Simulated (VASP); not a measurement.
# SnO2 (Pm) in VASP: single point with PBE

Aim: the single point of SnO2 with PBE.

Program: VASP 6.6.1. These are calculated values, not measurements. Logs are shortened: lines on timing, memory, paths and dates and some standing lists are left out, and cuts for length are marked.

### 1 The cell of the first run

Symmetry: Pm, No. 6, monoclinic system. The conventional cell has a = 4.828 Å, b = 3.238 Å, c = 9.355 Å, α = 90.00°, β = 90.00°, γ = 90.00°. Sn (site symmetry m) has 6 O at 2.09 Å within 2.8 Å. Within 2.8 Å of Sn (site symmetry m) lie 6 O at 2.09 Å. Sn (site symmetry m) has 6 O at 1.89 to 2.09 Å within 2.5 Å. Sn (site symmetry m) has 6 O at 2.09 Å within 2.8 Å. Within 2.8 Å of O (site symmetry m) lie 3 Sn at 2.09 Å and 3 O at 2.44 to 2.72 Å. O (site symmetry m) has 3 Sn at 2.09 Å and 1 O at 2.64 Å within 2.8 Å. O (site symmetry m) has 3 Sn at 2.09 Å and 3 O at 2.64 to 2.72 Å within 2.8 Å. O (site symmetry m) has 3 Sn at 2.09 Å and 1 O at 2.64 Å within 2.8 Å.

### 2 Single point, PBE (the distance across one plane changed)

INCAR

```
PREC = Accurate ; ENCUT = 520
EDIFF = 1E-6 ; ISMEAR = 0
SIGMA = 0.05 ; LREAL = F
LASPH = T ; NELM = 80
ALGO = Normal ; ISIF = 2
LWAVE = F ; LCHARG = F
GGA = PE ; NBANDS = 64
```

KPOINTS

```
Automatic mesh
0
Gamma
  6 8 3
```

POSCAR

```
SnO2
1.0
    0.0000000000     -4.8277049970      0.0000000000
    0.0000000000      0.0000000000     -3.2379909379
    9.3554099939      0.0000000000      0.0000000000
Sn O
4 8
Direct
    1.0000000000      0.0000000000      0.7241498156
    1.0000000000      0.0000000000      0.2081163120
    0.5000000000      0.5000000000      0.9821665674
    0.5000000000      0.5000000000      0.4661330638
    0.6933949136      0.0000000000      0.8823683126
    0.6933949136      0.0000000000      0.3663348090
    0.1933949136      0.5000000000      0.8239480705
    0.1933949136      0.5000000000      0.3079145669
    0.3066050864      0.0000000000      0.0498978150
    0.3066050864      0.0000000000      0.5659313187
    0.8066050864      0.5000000000      0.1083180572
    0.8066050864      0.5000000000      0.6243515608
```

Potentials or basis: VASP PAW PBE potentials, release 64 (Sn_d, O).

On the command line:

```bash
> cat potpaw_PBE.64/Sn_d/POTCAR potpaw_PBE.64/O/POTCAR > POTCAR
> mpirun -np 1 vasp_std > vasp.out
```

OUTCAR:

```text
PREC = Accurate
   ENCUT = 520
   EDIFF = 1E-6
   ISMEAR = 0
   LREAL = F
   LASPH = T
   NELM = 80
   ISIF = 2
   GGA = PE

 ion  position               nearest neighbor table
   1  0.000  0.000  0.724-  12 2.09  12 2.09   7 2.09   7 2.09  10 2.09   5 2.09
   2  0.000  0.000  0.208-  11 2.09  11 2.09   8 2.09   8 2.09   9 2.09   6 2.09   3 3.59   3 3.59
                             3 3.59   3 3.59
   3  0.500  0.500  0.982-  11 1.89   9 1.97   9 1.97   5 2.09   5 2.09   7 2.09   2 3.59   2 3.59
                             2 3.59   2 3.59
   4  0.500  0.500  0.466-   6 2.09   6 2.09  10 2.09  10 2.09   8 2.09  12 2.09
   5  0.693  0.000  0.882-   3 2.09   3 2.09   1 2.09
   6  0.693  0.000  0.366-   4 2.09   4 2.09   2 2.09
   7  0.193  0.500  0.824-   1 2.09   1 2.09   3 2.09
   8  0.193  0.500  0.308-   2 2.09   2 2.09   4 2.09
   9  0.307  0.000  0.050-   3 1.97   3 1.97   2 2.09
  10  0.307  0.000  0.566-   4 2.09   4 2.09   1 2.09
  11  0.807  0.500  0.108-   3 1.89   2 2.09   2 2.09
  12  0.807  0.500  0.624-   1 2.09   1 2.09   4 2.09

  LATTYP: Found a simple orthorhombic cell.
 ALAT       =     3.2379909379
 B/A-ratio  =     1.4909569204
 C/A-ratio  =     2.8892637976

  Lattice vectors:

 A1 = (   0.0000000000,   0.0000000000,   3.2379909379)
 A2 = (   0.0000000000,  -4.8277049970,   0.0000000000)
 A3 = (   9.3554099939,   0.0000000000,   0.0000000000)

Analysis of symmetry for initial positions (statically):
=====================================================================
 Subroutine PRICEL returns:
 Original cell was already a primitive cell.

 Routine SETGRP: Setting up the symmetry group for a
 simple orthorhombic supercell.

 Subroutine GETGRP returns: Found  2 space group operations
 (whereof  2 operations were pure point group operations)
 out of a pool of  8 trial point group operations.

The static configuration has the point symmetry C_1h.

Analysis of symmetry for dynamics (positions and initial velocities):
=====================================================================
 Subroutine PRICEL returns:
 Original cell was already a primitive cell.

 Routine SETGRP: Setting up the symmetry group for a
 simple orthorhombic supercell.

 Subroutine GETGRP returns: Found  2 space group operations
 (whereof  2 operations were pure point group operations)
 out of a pool of  8 trial point group operations.

The dynamic configuration has the point symmetry C_1h.

 Subroutine INISYM returns: Found  2 space group operations
 (whereof  2 operations are pure point group operations),
 and found     1 'primitive' translations

----------------------------------------------------------------------------------------

                                     Primitive cell

  volume of cell :     146.2444

  direct lattice vectors                    reciprocal lattice vectors
     0.000000000 -4.827704997  0.000000000     0.000000000 -0.207137760  0.000000000
     0.000000000  0.000000000 -3.237990938     0.000000000  0.000000000 -0.308833477
     9.355409994  0.000000000  0.000000000     0.106890024  0.000000000  0.000000000

  length of vectors
     4.827704997  3.237990938  9.355409994     0.207137760  0.308833477  0.106890024

  position of ions in fractional coordinates (direct lattice)
     0.000000000  0.000000000  0.724149816
     0.000000000  0.000000000  0.208116312
     0.500000000  0.500000000  0.982166567
     0.500000000  0.500000000  0.466133064
     0.693394914  0.000000000  0.882368313
     0.693394914  0.000000000  0.366334809
     0.193394914  0.500000000  0.823948071
     0.193394914  0.500000000  0.307914567
     0.306605086  0.000000000  0.049897815
     0.306605086  0.000000000  0.565931319
     0.806605086  0.500000000  0.108318057
     0.806605086  0.500000000  0.624351561

  ion indices of the primitive-cell ions
   primitive index   ion index
                 1           1
                 2           2
                 3           3
                 4           4
                 5           5
                 6           6
                 7           7
                 8           8
                 9           9
                10          10
                11          11
                12          12

----------------------------------------------------------------------------------------

 KPOINTS: Automatic mesh

Automatic generation of k-mesh.
 Grid dimensions read from file:
 generate k-points for:    6    8    3

 Generating k-lattice:

  Cartesian coordinates                     Fractional coordinates (reciprocal lattice)
     0.000000000 -0.034522960  0.000000000     0.166666667  0.000000000  0.000000000
     0.000000000  0.000000000 -0.038604185     0.000000000  0.125000000  0.000000000
     0.035630008  0.000000000  0.000000000     0.000000000  0.000000000  0.333333333

  Length of vectors
     0.034522960  0.038604185  0.035630008

  Shift w.r.t. Gamma in fractional coordinates (k-lattice)
     0.000000000  0.000000000  0.000000000

 Subroutine IBZKPT returns following result:
 ===========================================

 Found     50 irreducible k-points:

 Following reciprocal coordinates:
            Coordinates               Weight
  0.000000  0.000000  0.000000      1.000000
  0.166667  0.000000  0.000000      2.000000
  0.333333  0.000000  0.000000      2.000000
  0.500000  0.000000  0.000000      1.000000
  0.000000  0.125000  0.000000      2.000000
  0.166667  0.125000  0.000000      4.000000
[... 16 lines left out ...]
  0.166667  0.000000 -0.333333      2.000000
  0.333333  0.000000  0.333333      2.000000
 [... further k-points ...]
   k-points           NKPTS =     50   k-points in BZ     NKDIM =     50   number of bands    NBANDS=     64
   number of dos      NEDOS =    301   number of ions     NIONS =     12
   total plane-waves  NPLWV =  60480
   dimension x,y,z NGX =    36 NGY =   24 NGZ =   70
   dimension x,y,z NGXF=    72 NGYF=   48 NGZF=  140
   ions per type =               4   8
   NGX,Y,Z   is equivalent  to a cutoff of  12.40, 12.32, 12.44 a.u.
   NGXF,Y,Z  is equivalent  to a cutoff of  24.79, 24.64, 24.88 a.u.
 SYSTEM =  unknown system
   PREC   = accura    normal or accurate (medium, high low for compatibility)
   ISTART =      0    job   : 0-new  1-cont  2-samecut
   ICHARG =      2    charge: 1-file 2-atom 10-const
   ISPIN  =      1    spin polarized calculation?
   LNONCOLLINEAR =      F non collinear calculations
   LSORBIT =      F    spin-orbit coupling
   LASPH  =      T    aspherical Exc in radial PAW
   ENCUT  =  520.0 eV  38.22 Ry    6.18 a.u.   8.98  6.02 17.39*2*pi/ulx,y,z
   NELM   =     80;   NELMIN=  2; NELMDL= -5     # of ELM steps
   EDIFF  = 0.1E-05   stopping-criterion for ELM
   LREAL  =      F    real-space projection
   EDIFFG = 0.1E-04   stopping-criterion for IOM
   NSW    =      0    number of steps for IOM
   IBRION =     -1    ionic relax: 0-MD 1-quasi-New 2-CG
   NFREE  =      0    steps in history (QN), initial steepest desc. (CG)
   ISIF   =      2    stress and relaxation
   ISYM   =      2    0-nonsym 1-usesym 2-fastsym
   POTIM  = 0.5000    time-step for ionic-motion
   TEBEG  =    0.0;   TEEND  =   0.0 temperature during run
   PSTRESS=    0.0 pullay stress
   NELECT =     104.0000    total number of electrons
   NUPDOWN=      -1.0000    fix difference up-down
   EMIN   =  10.00;   EMAX   =-10.00  energy-range for DOS
   EFERMI =   0.00;   METHOD = LEGACY
   ISMEAR =     0;   SIGMA  =   0.05  broadening in eV -4-tet -1-fermi 0-gaus
   EFERMI_NEDOS =   21; number of points for ismear=-14 and -15
   IALGO  =     38    algorithm
   IMIX   =      4    mixing-type and parameters
     AMIX     =   0.40;   BMIX     =  1.00
     AMIX_MAG =   1.60;   BMIX_MAG =  1.00
  volume/ion in A,a.u.               =      12.19        82.24
  Fermi-wavevector in a.u.,A,eV,Ry     =   1.461256  2.761373 29.052088  2.135268
  Thomas-Fermi vector in A             =   2.577609
   LORBIT       =      0    0 simple, 1 ext, 2 COOP (PROOUT), +10 PAW based schemes
   GGA     = PE    functional components
   LHFCALC =     F    Hartree Fock is set to
   AEXX    =    0.0000 exact exchange contribution
   IVDW    =     0    specifies the selected vdW correction
   LEPSILON=     F    determine dielectric tensor
   LRPA    =     F    only Hartree local field effects (RPA)
 non-spin polarized calculation
 Gauss-broadening in eV      SIGMA  =   0.05
  energy-cutoff  :      520.00
  volume of cell :      146.24
 maximum number of plane-waves:      3988
 NGX is ok and might be reduce to    36
   NGX = 17   NGY = 13   NGZ = 35

 number of electron     103.9999991 magnetization

 Free energy of the ion-electron system (eV)
  ---------------------------------------------------
  ext. energy  EPLUGINS =         0.00000000
  ---------------------------------------------------
  free energy    TOTEN  =       -73.79540495 eV

  energy without entropy =      -73.79540495  energy(sigma->0) =      -73.79540495

 E-fermi :   6.4500     XC(G=0): -11.1476

 val. band max:        6.1406247489   @ k =   0.0000   0.0000   0.0000
 cond. band min:       6.8026410226   @ k =   0.0000   0.0000   0.0000
 fundamental gap:      0.6620162737
 Fermi energy:         6.4500344378

 k-point     1 :       0.0000    0.0000    0.0000
  band No.  band energies     occupation
      1     -15.4483      2.00000
      2     -14.9114      2.00000
      3     -14.7870      2.00000
      4     -14.6399      2.00000
      5     -14.6300      2.00000
      6     -14.5040      2.00000
[... 56 lines left out ...]
     63      16.3135      0.00000
     64      16.6796      0.00000

 k-point     2 :       0.1667    0.0000    0.0000
  band No.  band energies     occupation
      1     -15.4208      2.00000
      2     -14.9452      2.00000
      3     -14.8166      2.00000
      4     -14.6401      2.00000
      5     -14.6399      2.00000
      6     -14.5025      2.00000
[... 1463 lines left out ...]
     63      16.4534      0.00000
     64      16.7684      0.00000

 k-point    24 :       0.3333    0.0000    0.3333
  band No.  band energies     occupation
      1     -15.3518      2.00000
      2     -15.0318      2.00000
      3     -14.8539      2.00000
      4     -14.6438      2.00000
      5     -14.6405      2.00000
      6     -14.4996      2.00000
[... 56 lines left out ...]
     63      16.7028      0.00000
     64      17.1245      0.00000

 [... further k-points ...]
[... 5 lines left out ...]
  --------------------------------------------------------------------------------------
  -------------------------------------------------------------------------------------
  Total        6.9907062      7.5497841      6.8904636     -1.7001405      0.0000000      0.0000000
  in kB       76.5865407     82.7115080     75.4883351    -18.6258552      0.0000000      0.0000000
  external PRESSURE =      78.2621279 kB  Pullay stress =       0.0000000 kB

 VOLUME and BASIS-vectors are now :
 -----------------------------------------------------------------------------
  energy-cutoff  :      520.00
  volume of cell :      146.24
      direct lattice vectors                 reciprocal lattice vectors
     0.000000000 -4.827704997  0.000000000     0.000000000 -0.207137760  0.000000000
     0.000000000  0.000000000 -3.237990938     0.000000000  0.000000000 -0.308833477
     9.355409994  0.000000000  0.000000000     0.106890024  0.000000000  0.000000000

 POSITION                                       TOTAL-FORCE (eV/Angst)
 -----------------------------------------------------------------------------------
      6.77472      0.00000      0.00000         0.629932      0.102060      0.000000
      1.94701      0.00000      0.00000         0.563192     -0.046678      0.000000
      9.18857     -2.41385     -1.61900        -4.543461      0.709214      0.000000
      4.36087     -2.41385     -1.61900         0.770781     -0.056690      0.000000
      8.25492     -3.34751      0.00000        -0.838124     -0.590447      0.000000
      3.42721     -3.34751      0.00000        -0.390855     -0.119055      0.000000
      7.70837     -0.93365     -1.61900        -0.509485      0.159837      0.000000
      2.88067     -0.93365     -1.61900        -0.284987     -0.025790      0.000000
      0.46681     -1.48020      0.00000         2.695784      2.177627      0.000000
      5.29452     -1.48020      0.00000        -0.323874     -0.106048      0.000000
      1.01336     -3.89405     -1.61900         2.618847     -2.353710      0.000000
      5.84106     -3.89405     -1.61900        -0.387753      0.149680      0.000000
 -----------------------------------------------------------------------------------
    total drift:                                0.000122      0.000096     -0.000000

  FREE ENERGIE OF THE ION-ELECTRON SYSTEM (eV)
  ---------------------------------------------------
  free  energy   TOTEN  =       -73.7954049483 eV

  energy  without entropy=      -73.7954049483  energy(sigma->0) =      -73.79540495
```

Run time: 3.5 min. Hardware: 1 thread of Intel Xeon 6975P-C (Granite Rapids), shared host; peak memory 0.43 GiB.

Results:

| Quantity | Value |
| --- | --- |
| Free energy | -73.7954 eV |
| Pressure | 7.8 GPa |
| Largest force | 4.598 eV/Å |
| Band gap on the k mesh | 0.66 eV |

Forces in eV/Å, atoms in the order of the input:
```
Sn   0.630  0.102  0.000
Sn   0.563 -0.047  0.000
Sn  -4.543  0.709  0.000
Sn   0.771 -0.057  0.000
O   -0.838 -0.590  0.000
O   -0.391 -0.119  0.000
O   -0.509  0.160  0.000
O   -0.285 -0.026  0.000
O    2.696  2.178  0.000
O   -0.324 -0.106  0.000
O    2.619 -2.354  0.000
O   -0.388  0.150  0.000
```

Levels at points of the mesh, in eV from the valence-band top:
| k point | band 50 | band 51 | band 52 | band 53 | band 54 | band 55 |
| --- | --- | --- | --- | --- | --- | --- |
| (0.00, 0.00, 0.00) | -0.86 | -0.57 | 0.00 | 0.66 | 3.82 | 4.00 |
| (0.50, 0.00, 0.00) | -1.02 | -0.65 | -0.53 | 3.48 | 3.75 | 4.24 |
| (0.00, 0.50, 0.00) | -0.94 | -0.76 | -0.71 | 5.03 | 5.42 | 5.88 |
| (0.50, 0.50, 0.00) | -0.81 | -0.64 | -0.53 | 4.08 | 4.46 | 5.75 |

Caveat: the cell differs from its parent crystal (the distance across one plane changed); the cell stands under pressure; semilocal functionals underestimate gaps, and a narrow one can read as zero; spin-orbit coupling is left out, which moves the levels of the heavy elements; forces of over 1 eV/Å act on the atoms, so gaps and moduli don't describe the material at rest.
